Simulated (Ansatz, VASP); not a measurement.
## BaO: VASP beside Ansatz

```
Ba O
1.0
     0.00000    2.79039    2.79039
     2.79039    0.00000    2.79039
     2.79039    2.79039    0.00000
Ba O
1 1
Direct
  0.00000 0.00000 0.00000
  0.50000 0.50000 0.50000
```

Alike in both runs: task single point; functional PBE; k mesh 6 × 6 × 6; occupations gaussian, width 0.1 eV; no spin polarisation.

```csv
,VASP,Ansatz
version,VASP 6.6.1,Ansatz 0.2.0
potentials or method,"VASP PAW PBE potentials, release 64 (Ba_sv, O_h), cutoff 1340 eV","scalar-relativistic, plane waves, PAW"
valence electrons in the cell,16,16
```

Ansatz gave:

| Property | Result |
| --- | --- |
| gap on the k mesh at the Fermi level (eV) | 2.11 |
| least direct gap on the mesh (eV) | 2.11 |
| pressure (GPa) | -0.3 |

Q: Estimate VASP's values.

A: gap on the k mesh at the Fermi level (eV): 2.05; least direct gap on the mesh (eV): 2.05; pressure (GPa): 1.2.

Spin-orbit coupling is off throughout.
